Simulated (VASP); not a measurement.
# Cd3Ge (I4/mmm) in VASP: further runs

Cd3Ge is run at these levels: LDA; tasks: single point.

Everything below comes from runs of VASP 6.6.1. Logs are shortened: lines on timing, memory, paths and dates and some standing lists are left out, and cuts for length are marked.

### Step 1. The cell of the first run

The structure is tetragonal, space group I4/mmm (No. 139). The conventional cell has a = 4.421 Å, b = 4.421 Å, c = 9.172 Å, α = 90.00°, β = 90.00°, γ = 90.00°. Cd (site symmetry -4m2) has 8 Cd at 3.13 to 3.18 Å and 4 Ge at 3.18 Å within 4.1 Å. Cd (site symmetry 4/mmm) has 4 Ge at 3.13 Å and 8 Cd at 3.18 Å within 4.1 Å. Ge (site symmetry 4/mmm) has 12 Cd at 3.13 to 3.18 Å within 4.1 Å.

### Step 2. Single point, LDA

Contents of INCAR:

```
SYSTEM = Cd3Ge
  ALGO = Normal
  EDIFF = 1E-6
  ENCUT = 520
  ISIF = 2
  ISMEAR = 1
  LASPH = .True.
  LCHARG = .True.
  LELF = .True.
  LREAL = .False.
  LVHAR = .True.
  LWAVE = .False.
  NBANDS = 33
  NELM = 100
  PREC = Accurate
  SIGMA = 0.1
```

Contents of KPOINTS:

```
k-points
0
Gamma
  3 3 3
  0 0 0
```

Contents of POSCAR:

```
Cd3Ge
1.0
   -2.2103470000      2.2103470000      4.5858760000
    2.2103470000     -2.2103470000      4.5858760000
    2.2103470000      2.2103470000     -4.5858760000
Cd Ge
3 1
Direct
    0.7500000000      0.2500000000      0.5000000000
    0.2500000000      0.7500000000      0.5000000000
    0.5000000000      0.5000000000      0.0000000000
    0.0000000000      0.0000000000      0.0000000000
```

Potentials or basis: VASP PAW LDA potentials, release 64 (Cd, Ge_d).

Run with:

```bash
$ cat potpaw_LDA.64/Cd/POTCAR potpaw_LDA.64/Ge_d/POTCAR > POTCAR
$ mpirun -np 1 vasp_std > vasp.out
```

OUTCAR:

```text
SYSTEM = Cd3Ge
   EDIFF = 1E-6
   ENCUT = 520
   ISIF = 2
   ISMEAR = 1
   LASPH = .True.
   LREAL = .False.
   NELM = 100
   PREC = Accurate

 ion  position               nearest neighbor table
   1  0.750  0.250  0.500-   2 3.13   2 3.13   2 3.13   2 3.13   4 3.18   3 3.18   4 3.18   4 3.18
                             3 3.18   3 3.18   4 3.18   3 3.18
   2  0.250  0.750  0.500-   1 3.13   1 3.13   1 3.13   1 3.13   4 3.18   3 3.18   4 3.18   3 3.18
                             4 3.18   4 3.18   3 3.18   3 3.18
   3  0.500  0.500  0.000-   4 3.13   4 3.13   4 3.13   4 3.13   2 3.18   1 3.18   2 3.18   1 3.18
                             2 3.18   2 3.18   1 3.18   1 3.18
   4  0.000  0.000  0.000-   3 3.13   3 3.13   3 3.13   3 3.13   2 3.18   1 3.18   2 3.18   2 3.18
                             1 3.18   1 3.18   2 3.18   1 3.18

  LATTYP: Found a body centered tetragonal cell.
 ALAT       =     4.4206940000
 C/A-ratio  =     2.0747312526

  Lattice vectors:

 A1 = (  -2.2103470000,   2.2103470000,   4.5858760000)
 A2 = (   2.2103470000,  -2.2103470000,   4.5858760000)
 A3 = (   2.2103470000,   2.2103470000,  -4.5858760000)

Analysis of symmetry for initial positions (statically):
=====================================================================
 Subroutine PRICEL returns:
 Original cell was already a primitive cell.

 Routine SETGRP: Setting up the symmetry group for a
 body centered tetragonal supercell.

 Subroutine GETGRP returns: Found 16 space group operations
 (whereof 16 operations were pure point group operations)
 out of a pool of 16 trial point group operations.

The static configuration has the point symmetry D_4h.

Analysis of symmetry for dynamics (positions and initial velocities):
=====================================================================
 Subroutine PRICEL returns:
 Original cell was already a primitive cell.

 Routine SETGRP: Setting up the symmetry group for a
 body centered tetragonal supercell.

 Subroutine GETGRP returns: Found 16 space group operations
 (whereof 16 operations were pure point group operations)
 out of a pool of 16 trial point group operations.

The dynamic configuration has the point symmetry D_4h.

 Subroutine INISYM returns: Found 16 space group operations
 (whereof 16 operations are pure point group operations),
 and found     1 'primitive' translations
[... 69 lines left out ...]
   NGXF,Y,Z  is equivalent  to a cutoff of  25.16, 25.16, 25.16 a.u.
 SYSTEM =  Cd3Ge
   PREC   = accura    normal or accurate (medium, high low for compatibility)
   ISTART =      0    job   : 0-new  1-cont  2-samecut
   ICHARG =      2    charge: 1-file 2-atom 10-const
   ISPIN  =      1    spin polarized calculation?
   LNONCOLLINEAR =      F non collinear calculations
   LSORBIT =      F    spin-orbit coupling
   LASPH  =      T    aspherical Exc in radial PAW
   ENCUT  =  520.0 eV  38.22 Ry    6.18 a.u.  10.32 10.32 10.32*2*pi/ulx,y,z
   NELM   =    100;   NELMIN=  2; NELMDL= -5     # of ELM steps
   EDIFF  = 0.1E-05   stopping-criterion for ELM
   LREAL  =      F    real-space projection
[... 7 lines left out ...]
   TEBEG  =    0.0;   TEEND  =   0.0 temperature during run
   PSTRESS=    0.0 pullay stress
   NELECT =      50.0000    total number of electrons
   NUPDOWN=      -1.0000    fix difference up-down
   EMIN   =  10.00;   EMAX   =-10.00  energy-range for DOS
   EFERMI =   0.00;   METHOD = LEGACY
   ISMEAR =     1;   SIGMA  =   0.10  broadening in eV -4-tet -1-fermi 0-gaus
   EFERMI_NEDOS =   21; number of points for ismear=-14 and -15
   IALGO  =     38    algorithm
   IMIX   =      4    mixing-type and parameters
     AMIX     =   0.40;   BMIX     =  1.00
     AMIX_MAG =   1.60;   BMIX_MAG =  1.00
  volume/ion in A,a.u.               =      22.40       151.20
  Fermi-wavevector in a.u.,A,eV,Ry     =   1.347712  2.546806 24.712638  1.816328
  Thomas-Fermi vector in A             =   2.475440
   LORBIT       =      0    0 simple, 1 ext, 2 COOP (PROOUT), +10 PAW based schemes
   GGA     = CA    functional components
   LHFCALC =     F    Hartree Fock is set to
   AEXX    =    0.0000 exact exchange contribution
   IVDW    =     0    specifies the selected vdW correction
   LEPSILON=     F    determine dielectric tensor
   LRPA    =     F    only Hartree local field effects (RPA)
 non-spin polarized calculation
 Methfessel and Paxton  Order N= 1 SIGMA  =   0.10
  energy-cutoff  :      520.00
  volume of cell :       89.62
 maximum number of plane-waves:      2445
 NGX is ok and might be reduce to    42
   NGX = 21   NGY = 21   NGZ = 21

 number of electron      49.9999992 magnetization

 Free energy of the ion-electron system (eV)
  ---------------------------------------------------
  ext. energy  EPLUGINS =         0.00000000
  ---------------------------------------------------
  free energy    TOTEN  =        -8.96333447 eV

  energy without entropy =       -8.95559062  energy(sigma->0) =       -8.96075319

 E-fermi :   3.2961     XC(G=0): -11.0659

 val. band max:        3.2955959440   @ k =   0.3333   0.0000   0.0000
 cond. band min:       3.4914105251   @ k =  -0.3333   0.3333   0.0000
 fundamental gap:      0.1958145811
 Fermi energy:         3.2961433055

 k-point     1 :       0.0000    0.0000    0.0000
  band No.  band energies     occupation
      1     -21.6342      2.00000
      2     -21.6204      2.00000
      3     -21.6204      2.00000
      4     -21.5792      2.00000
      5     -21.5790      2.00000
      6      -7.0634      2.00000
[... 205 lines left out ...]
     32      10.3570      0.00000
     33      10.3570      0.00000

------------------------ aborting loop because EDIFF is reached ----------------------------------------

  FORCE on cell =-STRESS in cart. coord.  units (eV):
  Direction    XX          YY          ZZ          XY          YZ          ZX
  --------------------------------------------------------------------------------------
  -------------------------------------------------------------------------------------
  Total       -0.9847870     -0.9847870     -7.3305219      0.0000000      0.0000000      0.0000000
  in kB      -17.6055528    -17.6055528   -131.0515802      0.0000000      0.0000000      0.0000000
  external PRESSURE =     -55.4208952 kB  Pullay stress =       0.0000000 kB

 VOLUME and BASIS-vectors are now :
 -----------------------------------------------------------------------------
  energy-cutoff  :      520.00
  volume of cell :       89.62
      direct lattice vectors                 reciprocal lattice vectors
    -2.210347000  2.210347000  4.585876000     0.000000000  0.226208826  0.109030423
     2.210347000 -2.210347000  4.585876000     0.226208826  0.000000000  0.109030423
     2.210347000  2.210347000 -4.585876000     0.226208826  0.226208826  0.000000000

 POSITION                                       TOTAL-FORCE (eV/Angst)
 -----------------------------------------------------------------------------------
      0.00000      2.21035      2.29294         0.000000      0.000000      0.000000
      2.21035      0.00000      2.29294        -0.000000     -0.000000      0.000000
      0.00000      0.00000      4.58588        -0.000000      0.000000     -0.000000
      0.00000      0.00000      0.00000        -0.000000      0.000000     -0.000000
 -----------------------------------------------------------------------------------
    total drift:                               -0.000000     -0.000000      0.000000

  FREE ENERGIE OF THE ION-ELECTRON SYSTEM (eV)
  ---------------------------------------------------
  free  energy   TOTEN  =        -8.9633344694 eV

  energy  without entropy=       -8.9555906194  energy(sigma->0) =       -8.96075319
```

It took 36 s on 1 thread of Oxide Virtual Turin-like, shared host; peak memory 0.17 GiB.

Results:

```yaml
Free_energy: -8.9633 eV
Pressure: -5.5 GPa
Band_gap_on_the_k_mesh: zero (band 25 reaches 3.30 eV, above the bottom of band 26 at 1.91 eV)
```

Caveat: the k points lie up to 0.67 Å⁻¹ apart.

### Step 3. Single point, LDA

Contents of INCAR:

```
SYSTEM = Cd3Ge
  ALGO = Normal
  EDIFF = 1E-7
  ENCUT = 520
  GGA = CA
  ISIF = 2
  ISMEAR = 1
  LASPH = .True.
  LCHARG = .False.
  LREAL = .False.
  LWAVE = .False.
  NBANDS = 33
  NELM = 100
  PREC = Accurate
  SIGMA = 0.1
```

Contents of KPOINTS:

```
k-points
0
Gamma
  5 5 5
  0 0 0
```

POSCAR is that of step 2.

Potentials or basis: VASP PAW LDA potentials, release 64 (Cd, Ge_d).

Run with:

```bash
$ cat potpaw_LDA.64/Cd/POTCAR potpaw_LDA.64/Ge_d/POTCAR > POTCAR
$ mpirun -np 1 vasp_std > vasp.out
```

OUTCAR:

```text
SYSTEM = Cd3Ge
   EDIFF = 1E-7
   ENCUT = 520
   GGA = CA
   ISIF = 2
   ISMEAR = 1
   LASPH = .True.
   LREAL = .False.
   NELM = 100
   PREC = Accurate

 ion  position               nearest neighbor table
   1  0.750  0.250  0.500-   2 3.13   2 3.13   2 3.13   2 3.13   4 3.18   3 3.18   4 3.18   4 3.18
                             3 3.18   3 3.18   4 3.18   3 3.18
   2  0.250  0.750  0.500-   1 3.13   1 3.13   1 3.13   1 3.13   4 3.18   3 3.18   4 3.18   3 3.18
                             4 3.18   4 3.18   3 3.18   3 3.18
   3  0.500  0.500  0.000-   4 3.13   4 3.13   4 3.13   4 3.13   2 3.18   1 3.18   2 3.18   1 3.18
                             2 3.18   2 3.18   1 3.18   1 3.18
   4  0.000  0.000  0.000-   3 3.13   3 3.13   3 3.13   3 3.13   2 3.18   1 3.18   2 3.18   2 3.18
                             1 3.18   1 3.18   2 3.18   1 3.18

  LATTYP: Found a body centered tetragonal cell.
 ALAT       =     4.4206940000
 C/A-ratio  =     2.0747312526

  Lattice vectors:

 A1 = (  -2.2103470000,   2.2103470000,   4.5858760000)
 A2 = (   2.2103470000,  -2.2103470000,   4.5858760000)
 A3 = (   2.2103470000,   2.2103470000,  -4.5858760000)

Analysis of symmetry for initial positions (statically):
=====================================================================
 Subroutine PRICEL returns:
 Original cell was already a primitive cell.

 Routine SETGRP: Setting up the symmetry group for a
 body centered tetragonal supercell.

 Subroutine GETGRP returns: Found 16 space group operations
 (whereof 16 operations were pure point group operations)
 out of a pool of 16 trial point group operations.

The static configuration has the point symmetry D_4h.

Analysis of symmetry for dynamics (positions and initial velocities):
=====================================================================
 Subroutine PRICEL returns:
 Original cell was already a primitive cell.

[... 122 lines left out ...]
   IMIX   =      4    mixing-type and parameters
     AMIX     =   0.40;   BMIX     =  1.00
     AMIX_MAG =   1.60;   BMIX_MAG =  1.00
  volume/ion in A,a.u.               =      22.40       151.20
  Fermi-wavevector in a.u.,A,eV,Ry     =   1.347712  2.546806 24.712638  1.816328
  Thomas-Fermi vector in A             =   2.475440
   LORBIT       =      0    0 simple, 1 ext, 2 COOP (PROOUT), +10 PAW based schemes
   GGA     = CA    functional components
   LHFCALC =     F    Hartree Fock is set to
   AEXX    =    0.0000 exact exchange contribution
   IVDW    =     0    specifies the selected vdW correction
   LEPSILON=     F    determine dielectric tensor
   LRPA    =     F    only Hartree local field effects (RPA)
 non-spin polarized calculation
 Methfessel and Paxton  Order N= 1 SIGMA  =   0.10
  energy-cutoff  :      520.00
  volume of cell :       89.62
 maximum number of plane-waves:      2445
 NGX is ok and might be reduce to    42
   NGX = 21   NGY = 21   NGZ = 21

 number of electron      49.9999992 magnetization

 Free energy of the ion-electron system (eV)
  ---------------------------------------------------
  ext. energy  EPLUGINS =         0.00000000
  ---------------------------------------------------
  free energy    TOTEN  =        -8.97464142 eV

  energy without entropy =       -8.97191162  energy(sigma->0) =       -8.97373149

 E-fermi :   2.8682     XC(G=0): -11.0706

 val. band max:        2.8461517513   @ k =   0.0000   0.0000   0.0000
 cond. band min:       2.9064932248   @ k =  -0.2000   0.4000   0.2000
 fundamental gap:      0.0603414735
 Fermi energy:         2.8682388186

 k-point     1 :       0.0000    0.0000    0.0000
  band No.  band energies     occupation
      1     -21.8755      2.00000
      2     -21.8740      2.00000
      3     -21.8546      2.00000
      4     -21.8546      2.00000
      5     -21.8482      2.00000
      6      -7.1479      2.00000
[... 637 lines left out ...]
     32      10.7913      0.00000
     33      10.7913      0.00000

------------------------ aborting loop because EDIFF is reached ----------------------------------------

  FORCE on cell =-STRESS in cart. coord.  units (eV):
  Direction    XX          YY          ZZ          XY          YZ          ZX
  --------------------------------------------------------------------------------------
  -------------------------------------------------------------------------------------
  Total       -3.3363698     -3.3363698     -3.3131273      0.0000000      0.0000000      0.0000000
  in kB      -59.6460300    -59.6460300    -59.2305130      0.0000000      0.0000000      0.0000000
  external PRESSURE =     -59.5075243 kB  Pullay stress =       0.0000000 kB

 VOLUME and BASIS-vectors are now :
 -----------------------------------------------------------------------------
  energy-cutoff  :      520.00
  volume of cell :       89.62
      direct lattice vectors                 reciprocal lattice vectors
    -2.210347000  2.210347000  4.585876000     0.000000000  0.226208826  0.109030423
     2.210347000 -2.210347000  4.585876000     0.226208826  0.000000000  0.109030423
     2.210347000  2.210347000 -4.585876000     0.226208826  0.226208826  0.000000000

 POSITION                                       TOTAL-FORCE (eV/Angst)
 -----------------------------------------------------------------------------------
      0.00000      2.21035      2.29294        -0.000000     -0.000000     -0.000000
      2.21035      0.00000      2.29294         0.000000      0.000000      0.000000
      0.00000      0.00000      4.58588         0.000000      0.000000     -0.000000
      0.00000      0.00000      0.00000         0.000000      0.000000     -0.000000
 -----------------------------------------------------------------------------------
    total drift:                               -0.000000     -0.000000      0.000000

  FREE ENERGIE OF THE ION-ELECTRON SYSTEM (eV)
  ---------------------------------------------------
  free  energy   TOTEN  =        -8.9746414201 eV

  energy  without entropy=       -8.9719116183  energy(sigma->0) =       -8.97373149
```

stdout:

```text
POSCAR found type information on POSCAR CdGe
 POSCAR found :  2 types and       4 ions
 scaLAPACK will be used
 LDA part: xc-table for (Slater(with rela. corr.)+CA(PZ))
 , standard interpolation
 POSCAR, INCAR and KPOINTS ok, starting setup
 FFT: planning ... GRIDC
 FFT: planning ... GRID_SOFT
 FFT: planning ... GRID
 WAVECAR not read
 entering main loop
```

It took 85 s on 1 thread of Oxide Virtual Turin-like, shared host; peak memory 0.19 GiB.

What came out:

- Free energy: -8.9746 eV
- Pressure: -6.0 GPa
- Band gap on the k mesh: zero (band 25 reaches 4.20 eV, above the bottom of band 26 at 1.39 eV)

Caveat: the k points lie up to 0.40 Å⁻¹ apart.
